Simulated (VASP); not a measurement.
GaN, 2 atoms in the cell. Symmetry: I4/mmm, No. 139, tetragonal system. The conventional cell has a = 2.818 Å, b = 2.818 Å, c = 3.865 Å, α = 90.00°, β = 90.00°, γ = 90.00°. Within 2.6 Å of Ga (site symmetry 4/mmm) lie 6 N at 1.93 to 1.99 Å. Within 2.6 Å of N (site symmetry 4/mmm) lie 6 Ga at 1.93 to 1.99 Å.  This cell differs from its parent crystal: zz strain of -3 %.

* Program: VASP 6.6.1
* Task: electric field gradients
* Functional: PBEsol
* Potentials or basis: VASP PAW PBE potentials, release 64 (Ga_d, N)
* Cutoff: 520 eV
* k mesh: 13 × 13 × 13
* Occupations: fermi-dirac, width 0.02 eV
* Spin: no spin polarisation
* Dipole correction: no
* Further INCAR settings: ALGO = Normal; EDIFF = 1e-08; NBANDS = 16

Potentials or basis: VASP PAW PBE potentials, release 64 (Ga_d, N).

The run is started by

```sh
$ cat potpaw_PBE.64/Ga_d/POTCAR potpaw_PBE.64/N/POTCAR > POTCAR
$ mpirun -np 1 vasp_std > vasp.out
```

Hardware: 1 thread of Intel(R) Xeon(R) Platinum 8259CL CPU @ 2.50GHz (Skylake/Cascade Lake), on a shared host.

Task: How long does it take, and how much memory?

Result: It took 51 s on 1 thread of Intel(R) Xeon(R) Platinum 8259CL CPU @ 2.50GHz (Skylake/Cascade Lake), with other jobs on the host, peak memory 0.17 GiB. Counts: scf iterations 15, k points 196.
